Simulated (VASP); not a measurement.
# Ge in VASP: further runs, part 2 of 2

VASP 6.6.1. Earlier steps stand in the parts before.

## 3. Single point, PBE

This run uses another cell than the first one, of 23.06 Å³/atom, 0.998 times its volume.

File INCAR:

```
PREC = Accurate ; ENCUT = 520
EDIFF = 1E-7 ; ISMEAR = 0
SIGMA = 0.2 ; LREAL = F
LASPH = T ; NELM = 80
ALGO = Normal ; ISIF = 2
LWAVE = F ; LCHARG = T
GGA = PE ; LELF = T
LVHAR = T ; NBANDS = 66
```

File KPOINTS:

```
regular mesh
0
Gamma
  6 4 2
```

File POSCAR:

```
Ge
1.0
    0.0000190917      0.0000862445      3.7357689701
    3.4257066797     -3.6025655869     -0.0005297228
    6.8524244429      7.2060686050      0.0012117643
Ge
8
Direct
    0.2498212747      0.4558696430      0.0876827515
    0.2498411801      0.4557050441      0.5874923361
    0.7501933427      0.5440765685      0.4123671854
    0.7498104591      0.5444217108      0.9124182766
    0.2501721831      0.8246701323      0.2720461420
    0.2496727952      0.8245474156      0.7720232429
    0.7504221089      0.1752586272      0.2279139727
    0.7500666561      0.1754508585      0.7280560929
```

Potentials or basis: VASP PAW PBE potentials, release 64 (Ge_d).

The run is started by

```bash
$ cat potpaw_PBE.64/Ge_d/POTCAR > POTCAR
$ mpirun -np 1 vasp_std > vasp.out
```

OUTCAR:

```text
PREC = Accurate
   ENCUT = 520
   EDIFF = 1E-7
   ISMEAR = 0
   LREAL = F
   LASPH = T
   NELM = 80
   ISIF = 2
   GGA = PE

 ion  position               nearest neighbor table
   1  0.250  0.456  0.088-   5 2.53   4 2.61   4 2.61   7 2.75   7 2.75
   2  0.250  0.456  0.587-   6 2.53   3 2.61   3 2.61   8 2.75   8 2.75
   3  0.750  0.544  0.412-   7 2.53   2 2.61   2 2.61   5 2.75   5 2.75
   4  0.750  0.544  0.912-   8 2.53   1 2.61   1 2.61   6 2.75   6 2.75
   5  0.250  0.825  0.272-   1 2.53   7 2.61   7 2.61   3 2.75   3 2.75
[... 1875 lines left out ...]
  Total       -0.0496460     -0.1409150      0.0032171      0.0045636     -0.0071702     -0.0014166
  in kB       -0.4312537     -1.2240676      0.0279454      0.0396417     -0.0622843     -0.0123051
  external PRESSURE =      -0.5424586 kB  Pullay stress =       0.0000000 kB

 VOLUME and BASIS-vectors are now :
 -----------------------------------------------------------------------------
  energy-cutoff  :      520.00
  volume of cell :      184.44
      direct lattice vectors                 reciprocal lattice vectors
     0.000019092  0.000086245  3.735768970    -0.000002972 -0.000042187  0.267682507
     3.425706680 -3.602565587 -0.000529723     0.145954012 -0.138791191  0.000002458
     6.852424443  7.206068605  0.001211764     0.072967513  0.069385356 -0.000001975

 POSITION                                       TOTAL-FORCE (eV/Angst)
 -----------------------------------------------------------------------------------
      2.16252     -1.01043      0.93314         0.000998      0.006605      0.002605
      5.58686      2.59182      0.93382         0.011853      0.013307      0.003987
      4.68958      1.01154      2.80276        -0.007126     -0.011725     -0.003708
      8.11732      4.61370      2.80194        -0.005537     -0.005979     -0.000708
      4.68926     -1.01052      0.93448        -0.001108      0.008991      0.002560
      8.11489      2.59279      0.93322        -0.005411      0.004044      0.004804
      2.16216      1.01105      2.80359         0.005253     -0.007909     -0.004879
      5.59001      4.61441      2.80287         0.001077     -0.007335     -0.004662
 -----------------------------------------------------------------------------------
    total drift:                               -0.000144      0.000010      0.000002

  FREE ENERGIE OF THE ION-ELECTRON SYSTEM (eV)
  ---------------------------------------------------
  free  energy   TOTEN  =       -33.9840259947 eV

  energy  without entropy=      -33.9342058506  energy(sigma->0) =      -33.95911592
```

OSZICAR:

```text
N       E                     dE             d eps       ncg     rms          rms(c)
DAV:   1     0.136076432611E+04    0.13608E+04   -0.51663E+04  4392   0.466E+03
DAV:   2     0.238154013729E+03   -0.11226E+04   -0.10908E+04  3696   0.112E+03
DAV:   3    -0.885856750019E+01   -0.24701E+03   -0.23793E+03  3842   0.269E+02
DAV:   4    -0.331867261565E+02   -0.24328E+02   -0.23440E+02  4218   0.880E+01
DAV:   5    -0.341339065504E+02   -0.94718E+00   -0.93713E+00  4134   0.191E+01    0.465E+00
DAV:   6    -0.340273600631E+02    0.10655E+00   -0.38413E-01  4284   0.373E+00    0.261E+00
DAV:   7    -0.339793264635E+02    0.48034E-01   -0.17065E-01  4290   0.249E+00    0.359E-01
DAV:   8    -0.339827728658E+02   -0.34464E-02   -0.38322E-02  4186   0.288E+00    0.167E-01
DAV:   9    -0.339835955945E+02   -0.82273E-03   -0.58634E-03  4312   0.200E+00    0.973E-02
DAV:  10    -0.339838812695E+02   -0.28568E-03   -0.11871E-03  4122   0.103E+00    0.417E-02
DAV:  11    -0.339839809829E+02   -0.99713E-04   -0.57260E-04  4040   0.559E-01    0.120E-02
DAV:  12    -0.339840210030E+02   -0.40020E-04   -0.27274E-04  4040   0.156E-01    0.793E-03
DAV:  13    -0.339840243943E+02   -0.33913E-05   -0.26251E-05  4240   0.183E-01    0.347E-03
DAV:  14    -0.339840259118E+02   -0.15175E-05   -0.90442E-06  6156   0.300E-02    0.214E-03
DAV:  15    -0.339840259947E+02   -0.82910E-07   -0.63314E-07  4188   0.240E-02
   1 F= -.33984026E+02 E0= -.33959116E+02  d E =-.498201E-01
```

Run time: 2.6 min. Hardware: 1 thread of Intel Xeon 6975P-C (Granite Rapids), shared host; peak memory 0.4 GiB.

Results:

```yaml
Free_energy: -33.9840 eV
Pressure: -0.1 GPa
Largest_force: 0.018 eV/Å
Band_gap_on_the_k_mesh: zero (band 56 reaches 5.23 eV, above the bottom of band 57 at 3.81 eV)
```

Forces in eV/Å, atoms in the order of the input:
```
Ge   0.001  0.007  0.003
Ge   0.012  0.013  0.004
Ge  -0.007 -0.012 -0.004
Ge  -0.006 -0.006 -0.001
Ge  -0.001  0.009  0.003
Ge  -0.005  0.004  0.005
Ge   0.005 -0.008 -0.005
Ge   0.001 -0.007 -0.005
```

Levels at points of the mesh, in eV from the Fermi level:
| k point | band 52 | band 53 | band 54 | band 55 | band 56 | band 57 | band 58 | band 59 | band 60 | band 61 |
| --- | --- | --- | --- | --- | --- | --- | --- | --- | --- | --- |
| (0.00, 0.00, 0.00) | -1.14 | -0.80 | -0.25 | -0.17 | 0.14 | 0.87 | 0.97 | 2.07 | 2.29 | 3.36 |
| (0.50, 0.00, 0.00) | -2.31 | -2.13 | -2.13 | -2.12 | -2.12 | 0.09 | 0.09 | 0.26 | 0.26 | 2.66 |
| (0.00, 0.50, 0.00) | -0.80 | -0.14 | 0.03 | 0.14 | 0.30 | 0.85 | 0.87 | 0.97 | 1.18 | 2.30 |
| (0.50, 0.50, 0.00) | -2.32 | -2.12 | -2.12 | -1.73 | -1.72 | 0.09 | 0.09 | 2.66 | 2.66 | 3.08 |
| (0.00, 0.00, 0.50) | -1.60 | -1.42 | -1.41 | 0.31 | 0.31 | 1.21 | 1.21 | 2.08 | 2.08 | 2.89 |
| (0.50, 0.00, 0.50) | -2.76 | -2.09 | -2.09 | -2.09 | -2.09 | 0.47 | 0.47 | 0.47 | 0.48 | 2.96 |
| (0.00, 0.50, 0.50) | -0.50 | -0.18 | -0.17 | 0.26 | 0.26 | 0.92 | 0.92 | 1.84 | 1.84 | 2.79 |
| (0.50, 0.50, 0.50) | -4.27 | -1.19 | -1.19 | -1.18 | -1.18 | 0.95 | 0.95 | 0.95 | 0.95 | 3.93 |

## 4. Single point, PBE

This run uses another cell than the first one: it holds 4 atoms, not 8.

File INCAR:

```
SYSTEM = Ge
  ALGO = Normal
  EDIFF = 1E-7
  ENCUT = 520
  GGA = PE
  ISIF = 2
  ISMEAR = 0
  LASPH = .TRUE.
  LCHARG = .FALSE.
  LREAL = .FALSE.
  LWAVE = .FALSE.
  NBANDS = 36
  NELM = 100
  PREC = Accurate
  SIGMA = 0.1
```

File KPOINTS:

```
k-points
0
G
  10 10 12
  0 0 0
```

File POSCAR:

```
Ge
1.0
    3.4615441448     -3.5714990611      0.0000000000
    3.4615441448      3.5714990611      0.0000000000
    0.0000000000      0.0000000000      3.7384343649
Ge
4
Direct
    0.4590387054      0.1760412340      0.2500000000
    0.5409612946      0.8239587660      0.7500000000
    0.8239587660      0.5409612946      0.2500000000
    0.1760412340      0.4590387054      0.7500000000
```

The run is started by

```bash
$ cat potpaw_PBE.64/Ge_d/POTCAR > POTCAR
$ mpirun -np 1 vasp_std > vasp.out
```

Wall time 8.9 min (1 thread of Intel Xeon Platinum 8488C (Sapphire Rapids), shared host); peak memory 0.57 GiB.

It converged, with:

| Item | Value |
| --- | --- |
| Free energy | -16.9504 eV |
| Pressure | 0.0 GPa |
| Largest force | 0.003 eV/Å |
| Band gap on the k mesh | zero (band 28 reaches 5.49 eV, above the bottom of band 29 at 3.86 eV) |

Forces on the atoms (eV/Å):
```
Ge   0.002 -0.002  0.000
Ge  -0.002  0.002  0.000
Ge  -0.002 -0.002  0.000
Ge   0.002  0.002  0.000
```

Levels at points of the mesh, in eV from the Fermi level:
| k point | band 26 | band 27 | band 28 | band 29 | band 30 | band 31 |
| --- | --- | --- | --- | --- | --- | --- |
| (0.00, 0.00, 0.00) | -1.81 | -0.20 | -0.11 | 1.85 | 2.20 | 3.49 |
| (0.50, 0.00, 0.00) | -1.21 | -0.88 | 0.06 | 0.83 | 0.91 | 3.30 |
| (0.50, 0.50, 0.00) | -0.24 | -0.07 | 0.33 | 0.80 | 1.12 | 2.28 |
| (0.00, 0.00, 0.50) | -3.17 | -2.21 | -2.21 | 0.20 | 0.20 | 3.05 |
| (0.50, 0.00, 0.50) | -2.40 | -2.15 | -2.15 | 0.07 | 0.07 | 2.60 |
| (0.50, 0.50, 0.50) | -5.10 | -1.74 | -1.74 | 3.10 | 3.10 | 4.67 |

## 5. Overview

```csv
cell,k mesh,smearing,gap on the mesh (eV),pressure (GPa),largest force (eV/Å)
"a = 3.738, b = 4.974, c = 9.947 Å, angles 91.8, 90.0, 90.0°, 8 atoms",6 × 4 × 2,gaussian 0.2 eV,none,0.1,0.01
"a = 3.736, b = 4.971, c = 9.944 Å, angles 92.9, 90.0, 90.0°, 8 atoms",6 × 4 × 2,gaussian 0.2 eV,none,-0.1,0.02
"a = 4.974, b = 4.974, c = 3.738 Å, angles 90.0, 90.0, 91.8°, 4 atoms",10 × 10 × 12,gaussian 0.1 eV,none,0.0,-
```

Alike in all rows: task single point; level PBE; potentials or basis VASP PAW PBE potentials, release 64 (Ge_d); no spin polarisation; cutoff (eV) 520.

Total energies depend on the potentials used, so only differences within one code and one set of settings carry meaning.
